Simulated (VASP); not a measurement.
Input of a VASP 6.6.1 run:

The input INCAR:

```
PREC     = Accurate       # precision mode
ENCUT    = 600            # plane-wave cutoff, eV
EDIFF    = 1E-6           # SCF threshold, eV
ISMEAR   = 0              # smearing method
SIGMA    = 0.1            # smearing width, eV
LREAL    = False          # projectors in reciprocal space
LASPH    = True           # aspherical terms in the spheres
NELM     = 80             # most SCF steps
ALGO     = Normal         # electronic algorithm
ISIF     = 3              # what is computed and relaxed
LWAVE    = False          # write WAVECAR
LCHARG   = False          # write CHGCAR
GGA      = PE             # functional
IBRION   = 2              # ionic algorithm
NSW      = 60             # ionic steps
EDIFFG   = -0.01          # ionic threshold
PSTRESS  = 100.0
```

The input KPOINTS:

```
regular mesh
0
Gamma
  18 18 18
```

File POSCAR:

```
W
1.0
    2.5900000000      0.0000000000      0.0000000000
    0.0000000000      2.5900000000      0.0000000000
    0.0000000000      0.0000000000      2.5900000000
W
1
Direct
    0.0000000000      0.0000000000      0.0000000000
```

Potentials or basis: VASP PAW PBE potentials, release 64 (W_sv).

The run is started by

```sh
$ cat potpaw_PBE.64/W_sv/POTCAR > POTCAR
$ mpirun -np 1 vasp_std > vasp.out
```

Task: Predict the relaxed volume.

Result: 17.68 Å³/atom.

Task: Estimate the band gap on the k mesh.

Result: Zero (band 7 reaches 11.74 eV, above the bottom of band 8 at 8.80 eV).

Step by step:
| step | energy change (eV) | largest force (eV/Å) | pressure (GPa) | volume (Å³) |
| --- | --- | --- | --- | --- |
| 1 | 0.0000 | 0.0000 | 14.37 | 17.37 |
| 2 | -0.0456 | 0.0000 | -1.51 | 18.59 |
| 3 | -0.0230 | 0.0000 | 9.93 | 17.68 |

Caveat: the cell is relaxed towards a set pressure, so the enthalpy falls and the energy may rise; spin-orbit coupling is left out, which moves the levels of the heavy elements.
